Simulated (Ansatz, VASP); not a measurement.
# Os in VASP and in Ansatz

```
Os
1.0
     2.73410    0.00000    0.00000
    -1.36705    2.40924    0.00000
     0.00000    0.00000    4.31970
Os
2
Direct
  0.33333 0.66667 0.25000
  0.66667 0.33333 0.75000
```

Change from the starting cell: strain +0.0175 x Voigt [0, 1, 0, 0, 0, 0], atoms carried along.

Alike in both runs: task single point; functional PBE; k mesh 18 × 18 × 12; occupations gaussian, width 0.15 eV; no spin polarisation.

```csv
,VASP,Ansatz
version,VASP 6.6.1,Ansatz 0.2.0
potentials or method,"VASP PAW PBE potentials, release 64 (Os), cutoff 520 eV","scalar-relativistic, plane waves, PAW"
valence electrons in the cell,16,32
```

```tsv
	VASP	Ansatz	Ansatz less VASP
gap on the k mesh at the Fermi level (eV)	none	none	-
pressure (GPa)	1.6	1.7	+0.13
traceless stress, the component that is largest in VASP (GPa)	-6.00	-6.08	-0.085
rms of the force components (eV/Å)	0.023	0.024	+0.0010
```

Atom by atom the forces differ by 0.001 eV/Å (rms over components). A gap of «none» marks a metal or a gap that the smearing closes. VASP's potentials hold 16 valence electrons a cell and Ansatz's 32, so a difference there can come from the potentials and not from the codes.

Spin-orbit coupling is off throughout.
